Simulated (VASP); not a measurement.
As, 2 atoms in the cell. It takes space group R-3m (No. 166, trigonal). The conventional cell has a = 3.759 Å, b = 3.759 Å, c = 10.457 Å, α = 90.00°, β = 90.00°, γ = 120.00°. As (site symmetry 3m) has 6 As at 2.52 to 3.10 Å within 3.3 Å. 

```yaml
Program: VASP 6.6.1
Task: single point
Functional: PBE
Dispersion: D3(BJ)
Potentials_or_basis: VASP PAW PBE potentials, release 64 (As)
Cutoff: 520 eV
k_mesh: 15 × 15 × 15
Occupations: gaussian, width 0.15 eV
Spin: no spin polarisation
Dipole_correction: no
Further_INCAR_settings: ALGO = Normal; EDIFF = 1e-06; NBANDS = 12
```

Potentials or basis: VASP PAW PBE potentials, release 64 (As).

The run is started by

```sh
$ cat potpaw_PBE.64/As/POTCAR > POTCAR
$ mpirun -np 1 vasp_std > vasp.out
```

Hardware: 1 thread of Intel(R) Xeon(R) Platinum 8259CL CPU @ 2.50GHz (Skylake/Cascade Lake) (shared host).

Q: How long does it take, and how much memory?

A: It took 80 s on 1 thread of Intel(R) Xeon(R) Platinum 8259CL CPU @ 2.50GHz (Skylake/Cascade Lake), on a shared host, peak memory 0.29 GiB. Counts: scf iterations 10, k points 344.
